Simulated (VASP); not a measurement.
# Br (Cmce) in VASP: a series of runs

The runs below take Br through single point, with LDA.

Everything below comes from runs of VASP 6.6.1. Logs are shortened: lines on timing, memory, paths and dates and some standing lists are left out, and cuts for length are marked.

### 1 The cell of the first run

Symmetry: Cmce, No. 64, orthorhombic system. The conventional cell has a = 6.636 Å, b = 4.582 Å, c = 8.585 Å, α = 90.00°, β = 90.00°, γ = 90.00°. Within 3.0 Å of Br (site symmetry m) lie 1 Br at 2.26 Å.

### 2 Single point, LDA (32.63 Å³/atom)

INCAR reads:

```
ALGO = Normal
EDIFF = 1E-6
ENCUT = 520
GGA = CA
ISIF = 2
ISMEAR = -1
LASPH = True
LCHARG = False
LREAL = False
LWAVE = False
NBANDS = 22
NELM = 80
PREC = Accurate
SIGMA = 0.05
```

KPOINTS reads:

```
k-points
0
Gamma
  7 7 3
```

POSCAR reads:

```
Br
1.0
    3.3177951036     -2.2911603413      0.0000000000
    3.3177951036      2.2911603413      0.0000000000
    0.0000000000      0.0000000000      8.5846869338
Br
4
Direct
    0.3651000000      0.6349000000      0.3901000000
    0.1349000000      0.8651000000      0.8901000000
    0.6349000000      0.3651000000      0.6099000000
    0.8651000000      0.1349000000      0.1099000000
```

Potentials or basis: VASP PAW LDA potentials, release 64 (Br).

Launch:

```
> cat potpaw_LDA.64/Br/POTCAR > POTCAR
> mpirun -np 1 vasp_std > vasp.out
```

OUTCAR:

```text
EDIFF = 1E-6
   ENCUT = 520
   GGA = CA
   ISIF = 2
   ISMEAR = -1
   LASPH = True
   LREAL = False
   NELM = 80
   PREC = Accurate

 ion  position               nearest neighbor table
   1  0.365  0.635  0.390-   3 2.26
   2  0.135  0.865  0.890-   4 2.26
   3  0.635  0.365  0.610-   1 2.26
   4  0.865  0.135  0.110-   2 2.26

  LATTYP: Found a base centered orthorhombic cell.
 ALAT       =     4.5823206826
 B/A-ratio  =     1.4480850789
 C/A-ratio  =     1.8734365245

  Lattice vectors:

 A1 = (  -3.3177951036,  -2.2911603413,   0.0000000000)
 A2 = (   3.3177951036,  -2.2911603413,   0.0000000000)
 A3 = (   0.0000000000,   0.0000000000,   8.5846869338)

Analysis of symmetry for initial positions (statically):
=====================================================================
 Subroutine PRICEL returns:
 Original cell was already a primitive cell.

 Routine SETGRP: Setting up the symmetry group for a
 base centered orthorhombic supercell.

 Subroutine GETGRP returns: Found  8 space group operations
 (whereof  4 operations were pure point group operations)
 out of a pool of  8 trial point group operations.

The static configuration has the point symmetry C_2h.
 The point group associated with its full space group is D_2h.

Analysis of symmetry for dynamics (positions and initial velocities):
=====================================================================
 Subroutine PRICEL returns:
 Original cell was already a primitive cell.

 Routine SETGRP: Setting up the symmetry group for a
 base centered orthorhombic supercell.

 Subroutine GETGRP returns: Found  8 space group operations
 (whereof  4 operations were pure point group operations)
 out of a pool of  8 trial point group operations.

The dynamic configuration has the point symmetry C_2h.
 The point group associated with its full space group is D_2h.

 Subroutine INISYM returns: Found  8 space group operations
 (whereof  4 operations are pure point group operations),
 and found     1 'primitive' translations

----------------------------------------------------------------------------------------

                                     Primitive cell

  volume of cell :     130.5147

  direct lattice vectors                    reciprocal lattice vectors
     3.317795104 -2.291160341  0.000000000     0.150702495 -0.218230034  0.000000000
     3.317795104  2.291160341  0.000000000     0.150702495  0.218230034  0.000000000
     0.000000000  0.000000000  8.584686934     0.000000000  0.000000000  0.116486484

  length of vectors
     4.032019353  4.032019353  8.584686934     0.265208578  0.265208578  0.116486484

  position of ions in fractional coordinates (direct lattice)
     0.365100000  0.634900000  0.390100000
     0.134900000  0.865100000  0.890100000
     0.634900000  0.365100000  0.609900000
     0.865100000  0.134900000  0.109900000

  ion indices of the primitive-cell ions
   primitive index   ion index
                 1           1
                 2           2
                 3           3
                 4           4

----------------------------------------------------------------------------------------

 KPOINTS: k-points

Automatic generation of k-mesh.
 Grid dimensions read from file:
 generate k-points for:    7    7    3

 Generating k-lattice:

  Cartesian coordinates                     Fractional coordinates (reciprocal lattice)
     0.021528928 -0.031175719  0.000000000     0.142857143  0.000000000  0.000000000
     0.021528928  0.031175719  0.000000000     0.000000000  0.142857143  0.000000000
     0.000000000  0.000000000  0.038828828     0.000000000  0.000000000  0.333333333

  Length of vectors
     0.037886940  0.037886940  0.038828828

  Shift w.r.t. Gamma in fractional coordinates (k-lattice)
     0.000000000  0.000000000  0.000000000

 Subroutine IBZKPT returns following result:
 ===========================================

 Found     32 irreducible k-points:

 Following reciprocal coordinates:
            Coordinates               Weight
  0.000000  0.000000  0.000000      1.000000
  0.142857  0.000000  0.000000      4.000000
  0.285714  0.000000  0.000000      4.000000
  0.428571  0.000000  0.000000      4.000000
  0.142857  0.142857  0.000000      2.000000
  0.285714  0.142857  0.000000      4.000000
[... 16 lines left out ...]
  0.428571  0.142857  0.333333      8.000000
 -0.428571  0.142857  0.333333      8.000000
 [... further k-points ...]
   k-points           NKPTS =     32   k-points in BZ     NKDIM =     32   number of bands    NBANDS=     22
   number of dos      NEDOS =    301   number of ions     NIONS =      4
   total plane-waves  NPLWV =  57600
   dimension x,y,z NGX =    30 NGY =   30 NGZ =   64
   dimension x,y,z NGXF=    60 NGYF=   60 NGZF=  128
   ions per type =               4
   NGX,Y,Z   is equivalent  to a cutoff of  12.37, 12.37, 12.39 a.u.
   NGXF,Y,Z  is equivalent  to a cutoff of  24.74, 24.74, 24.79 a.u.
 SYSTEM =  unknown system
   PREC   = accura    normal or accurate (medium, high low for compatibility)
   ISTART =      0    job   : 0-new  1-cont  2-samecut
   ICHARG =      2    charge: 1-file 2-atom 10-const
   ISPIN  =      1    spin polarized calculation?
   LNONCOLLINEAR =      F non collinear calculations
   LSORBIT =      F    spin-orbit coupling
   LASPH  =      T    aspherical Exc in radial PAW
   ENCUT  =  520.0 eV  38.22 Ry    6.18 a.u.   7.50  7.50 15.96*2*pi/ulx,y,z
   NELM   =     80;   NELMIN=  2; NELMDL= -5     # of ELM steps
   EDIFF  = 0.1E-05   stopping-criterion for ELM
   LREAL  =      F    real-space projection
   EDIFFG = 0.1E-04   stopping-criterion for IOM
   NSW    =      0    number of steps for IOM
   IBRION =     -1    ionic relax: 0-MD 1-quasi-New 2-CG
   NFREE  =      0    steps in history (QN), initial steepest desc. (CG)
   ISIF   =      2    stress and relaxation
   ISYM   =      2    0-nonsym 1-usesym 2-fastsym
   POTIM  = 0.5000    time-step for ionic-motion
   TEBEG  =    0.0;   TEEND  =   0.0 temperature during run
   PSTRESS=    0.0 pullay stress
   NELECT =      28.0000    total number of electrons
   NUPDOWN=      -1.0000    fix difference up-down
   EMIN   =  10.00;   EMAX   =-10.00  energy-range for DOS
   EFERMI =   0.00;   METHOD = LEGACY
   ISMEAR =    -1;   SIGMA  =   0.05  broadening in eV -4-tet -1-fermi 0-gaus
   EFERMI_NEDOS =   21; number of points for ismear=-14 and -15
   IALGO  =     38    algorithm
   IMIX   =      4    mixing-type and parameters
     AMIX     =   0.40;   BMIX     =  1.00
     AMIX_MAG =   1.60;   BMIX_MAG =  1.00
  volume/ion in A,a.u.               =      32.63       220.19
  Fermi-wavevector in a.u.,A,eV,Ry     =   0.980034  1.851995 13.067934  0.960466
  Thomas-Fermi vector in A             =   2.110933
   LORBIT       =      0    0 simple, 1 ext, 2 COOP (PROOUT), +10 PAW based schemes
   GGA     = CA    functional components
   LHFCALC =     F    Hartree Fock is set to
   AEXX    =    0.0000 exact exchange contribution
   IVDW    =     0    specifies the selected vdW correction
   LEPSILON=     F    determine dielectric tensor
   LRPA    =     F    only Hartree local field effects (RPA)
 non-spin polarized calculation
  energy-cutoff  :      520.00
  volume of cell :      130.51
 maximum number of plane-waves:      3541
 NGX is ok and might be reduce to    30
   NGX = 15   NGY = 15   NGZ = 31

 number of electron      27.9999987 magnetization

 Free energy of the ion-electron system (eV)
  ---------------------------------------------------
  ext. energy  EPLUGINS =         0.00000000
  ---------------------------------------------------
  free energy    TOTEN  =        -8.09586493 eV

  energy without entropy =       -8.09586492  energy(sigma->0) =       -8.09586492

 E-fermi :   0.9062     XC(G=0):  -8.5037

 val. band max:       -0.0623097239   @ k =  -0.4286   0.4286   0.0000
 cond. band min:       1.8170091447   @ k =   0.1429   0.0000   0.0000
 fundamental gap:      1.8793188686
 Fermi energy:         0.9061667915

 k-point     1 :       0.0000    0.0000    0.0000
  band No.  band energies     occupation
      1     -16.2627      2.00000
      2     -15.9200      2.00000
      3     -13.2458      2.00000
      4     -12.4824      2.00000
      5      -5.2308      2.00000
      6      -4.1042      2.00000
[... 14 lines left out ...]
     21       8.7511      0.00000
     22       8.9417      0.00000

 k-point     2 :       0.1429    0.0000    0.0000
  band No.  band energies     occupation
      1     -16.2162      2.00000
      2     -15.9038      2.00000
      3     -13.2087      2.00000
      4     -12.5245      2.00000
      5      -5.2340      2.00000
      6      -4.2054      2.00000
[... 14 lines left out ...]
     21       8.5551      0.00000
     22       9.0089      0.00000

 k-point     3 :       0.2857    0.0000    0.0000
  band No.  band energies     occupation
      1     -16.0986      2.00000
      2     -15.8763      2.00000
      3     -13.1078      2.00000
      4     -12.6408      2.00000
      5      -5.2387      2.00000
      6      -4.5197      2.00000
[... 14 lines left out ...]
     21       8.8150      0.00000
     22       9.5469      0.00000

 k-point     4 :       0.4286    0.0000    0.0000
  band No.  band energies     occupation
      1     -15.9675      2.00000
      2     -15.8863      2.00000
      3     -12.9649      2.00000
      4     -12.8005      2.00000
      5      -5.1711      2.00000
      6      -4.9181      2.00000
[... 14 lines left out ...]
     21       9.2725      0.00000
     22      10.4717      0.00000

 k-point     5 :       0.1429    0.1429    0.0000
  band No.  band energies     occupation
      1     -16.2157      2.00000
      2     -15.8870      2.00000
      3     -13.2070      2.00000
      4     -12.4842      2.00000
      5      -5.1961      2.00000
      6      -4.1582      2.00000
[... 417 lines left out ...]
 k-point    22 :       0.2857    0.1429    0.3333
  band No.  band energies     occupation
      1     -16.0727      2.00000
      2     -15.9311      2.00000
      3     -12.9853      2.00000
      4     -12.6819      2.00000
      5      -4.9996      2.00000
      6      -4.5756      2.00000
[... 14 lines left out ...]
     21       8.8246      0.00000
     22       9.0613      0.00000

 k-point    23 :       0.4286    0.1429    0.3333
  band No.  band energies     occupation
      1     -15.9771      2.00000
      2     -15.8859      2.00000
      3     -12.9420      2.00000
      4     -12.7562      2.00000
      5      -5.0105      2.00000
      6      -4.7099      2.00000
[... 14 lines left out ...]
     21       8.6185      0.00000
     22       9.1692      0.00000

 k-point    24 :      -0.4286    0.1429    0.3333
  band No.  band energies     occupation
      1     -15.9151      2.00000
      2     -15.8962      2.00000
      3     -12.8923      2.00000
      4     -12.8573      2.00000
      5      -4.9288      2.00000
      6      -4.8760      2.00000
[... 14 lines left out ...]
     21       9.3437      0.00000
     22       9.5396      0.00000

 [... further k-points ...]
[... 5 lines left out ...]
  --------------------------------------------------------------------------------------
  -------------------------------------------------------------------------------------
  Total       -0.8013877     -0.6621309      1.4252144      0.0000000      0.0000000      0.0000000
  in kB       -9.8377037     -8.1282100     17.4956985      0.0000000      0.0000000      0.0000000
  external PRESSURE =      -0.1567384 kB  Pullay stress =       0.0000000 kB

 VOLUME and BASIS-vectors are now :
 -----------------------------------------------------------------------------
  energy-cutoff  :      520.00
  volume of cell :      130.51
      direct lattice vectors                 reciprocal lattice vectors
     3.317795104 -2.291160341  0.000000000     0.150702495 -0.218230034  0.000000000
     3.317795104  2.291160341  0.000000000     0.150702495  0.218230034  0.000000000
     0.000000000  0.000000000  8.584686934     0.000000000  0.000000000  0.116486484

 POSITION                                       TOTAL-FORCE (eV/Angst)
 -----------------------------------------------------------------------------------
      3.31780      0.61816      3.34889         0.000000      0.595450     -1.062663
      3.31780      1.67301      7.64123         0.000000     -0.595450     -1.062663
      3.31780     -0.61816      5.23580         0.000000     -0.595450      1.062663
      3.31780     -1.67301      0.94346         0.000000      0.595450      1.062663
 -----------------------------------------------------------------------------------
    total drift:                               -0.000000      0.000000     -0.000000

  FREE ENERGIE OF THE ION-ELECTRON SYSTEM (eV)
  ---------------------------------------------------
  free  energy   TOTEN  =        -8.0958649255 eV

  energy  without entropy=       -8.0958649213  energy(sigma->0) =       -8.09586492
```

Run time: 2.6 min. Hardware: 1 thread of AMD EPYC 7R43 (Zen 3), shared host; peak memory 0.17 GiB.

What came out:

```yaml
Free_energy: -8.0959 eV
Pressure: 0.0 GPa
Largest_force: 1.218 eV/Å
Band_gap_on_the_k_mesh: 1.88 eV (least direct gap 1.90 eV)
```

Forces in eV/Å, atoms in the order of the input:
```
Br   0.000  0.595 -1.063
Br   0.000 -0.595 -1.063
Br   0.000 -0.595  1.063
Br   0.000  0.595  1.063
```

Stress tensor (GPa, compression positive):
```
-0.98  0.00  0.00
 0.00 -0.81  0.00
 0.00  0.00  1.75
```

Caveat: an odd mesh through Γ misses points on the zone boundary, where band edges can lie; forces of over 1 eV/Å act on the atoms, so gaps and moduli don't describe the material at rest.

### 3 Single point, LDA (33.31 Å³/atom)

This run uses another cell than the first one, of 33.31 Å³/atom.

INCAR reads:

```
SYSTEM = Br
ALGO = Normal
EDIFF = 1E-7
ENCUT = 520
GGA = CA
ISIF = 2
ISMEAR = -1
LASPH = .TRUE.
LCHARG = .FALSE.
LREAL = .FALSE.
LWAVE = .FALSE.
NBANDS = 22
NELM = 80
PREC = Accurate
SIGMA = 0.05
```

KPOINTS reads:

```
k-points
0
G
  7 7 3
  0 0 0
```

POSCAR reads:

```
Br
1.0
    3.3406771722     -2.3069619464      0.0000000000
    3.3406771722      2.3069619464      0.0000000000
    0.0000000000      0.0000000000      8.6438935422
Br
4
Direct
    0.3651000000      0.6349000000      0.3901000000
    0.1349000000      0.8651000000      0.8901000000
    0.6349000000      0.3651000000      0.6099000000
    0.8651000000      0.1349000000      0.1099000000
```

Potentials or basis: VASP PAW LDA potentials, release 64 (Br).

Launch:

```
> cat potpaw_LDA.64/Br/POTCAR > POTCAR
> mpirun -np 1 vasp_std > vasp.out
```

It took 2.9 min on 1 thread of AMD EPYC 7R43 (Zen 3), shared host; peak memory 0.18 GiB.

The run converged. Its results:

```yaml
Free_energy: -8.0904 eV
Pressure: -0.6 GPa
Largest_force: 0.963 eV/Å
Band_gap_on_the_k_mesh: 1.82 eV (least direct gap 1.83 eV)
```

Forces on the atoms (eV/Å):
```
Br   0.000  0.446 -0.854
Br   0.000 -0.446 -0.854
Br   0.000 -0.446  0.854
Br   0.000  0.446  0.854
```

Stress tensor (GPa, compression positive):
```
-1.03  0.00  0.00
 0.00 -1.37  0.00
 0.00  0.00  0.52
```

Levels at points of the mesh, in eV from the valence-band top:
```
           k point  band 12  band 13  band 14  band 15  band 16  band 17
(0.00, 0.00, 0.00)    -0.38    -0.07    -0.01     1.82     2.61     5.59
```

Caveat: an odd mesh through Γ misses points on the zone boundary, where band edges can lie.

### 4 Single point, LDA (34.67 Å³/atom)

This run uses another cell than the first one, of 34.67 Å³/atom.

INCAR reads:

```
ALGO = Normal
EDIFF = 1E-7
ENCUT = 520
GGA = CA
ISIF = 2
ISMEAR = -1
LASPH = True
LCHARG = False
LREAL = False
LWAVE = False
NBANDS = 22
NELM = 80
PREC = Accurate
SIGMA = 0.05
```

KPOINTS reads:

```
k-points
0
Gamma
  7 7 3
```

POSCAR reads:

```
Br
1.0
    3.3855238279     -2.3379315741      0.0000000000
    3.3855238279      2.3379315741      0.0000000000
    0.0000000000      0.0000000000      8.7599328054
Br
4
Direct
    0.3651000000      0.6349000000      0.3901000000
    0.1349000000      0.8651000000      0.8901000000
    0.6349000000      0.3651000000      0.6099000000
    0.8651000000      0.1349000000      0.1099000000
```

Launch:

```
> cat potpaw_LDA.64/Br/POTCAR > POTCAR
> mpirun -np 1 vasp_std > vasp.out
```

Wall time 4 min (1 thread of AMD EPYC 7R43 (Zen 3), shared host); peak memory 0.19 GiB.

The run converged. Its results:

- Free energy: -8.0509 eV
- Pressure: -1.7 GPa
- Largest force: 0.511 eV/Å
- Band gap on the k mesh: 1.70 eV (least direct gap 1.71 eV)

Forces on the atoms (eV/Å):
```
Br   0.000  0.180 -0.478
Br   0.000 -0.180 -0.478
Br   0.000 -0.180  0.478
Br   0.000  0.180  0.478
```

Stress tensor (GPa, compression positive):
```
-1.11  0.00  0.00
 0.00 -2.31  0.00
 0.00  0.00 -1.57
```

Levels at points of the mesh, in eV from the valence-band top:
| k point | band 11 | band 12 | band 13 | band 14 | band 15 | band 16 | band 17 | band 18 |
| --- | --- | --- | --- | --- | --- | --- | --- | --- |
| (0.00, 0.00, 0.00) | -0.93 | -0.35 | -0.06 | -0.01 | 1.70 | 2.46 | 5.55 | 6.35 |

Caveat: an odd mesh through Γ misses points on the zone boundary, where band edges can lie.

### 5 Overview

```csv
cell,gap on the mesh (eV),pressure (GPa),largest force (eV/Å)
"a = 4.032, b = 4.032, c = 8.585 Å, angles 90.0, 90.0, 69.3°, 4 atoms",1.88,0.0,1.22
"a = 4.060, b = 4.060, c = 8.644 Å, angles 90.0, 90.0, 69.3°, 4 atoms",1.82,-0.6,0.96
"a = 4.114, b = 4.114, c = 8.760 Å, angles 90.0, 90.0, 69.3°, 4 atoms",1.70,-1.7,0.51
```

Alike in all rows: task single point; level LDA; potentials or basis VASP PAW LDA potentials, release 64 (Br); no spin polarisation; k mesh 7 × 7 × 3; cutoff (eV) 520; smearing fermi-dirac 0.05 eV.

Caveats: an odd mesh through Γ misses points on the zone boundary, where band edges can lie; forces of over 1 eV/Å act on the atoms, so gaps and moduli don't describe the material at rest (at least some runs).

Total energies depend on the potentials used, so only differences within one code and one set of settings carry meaning.
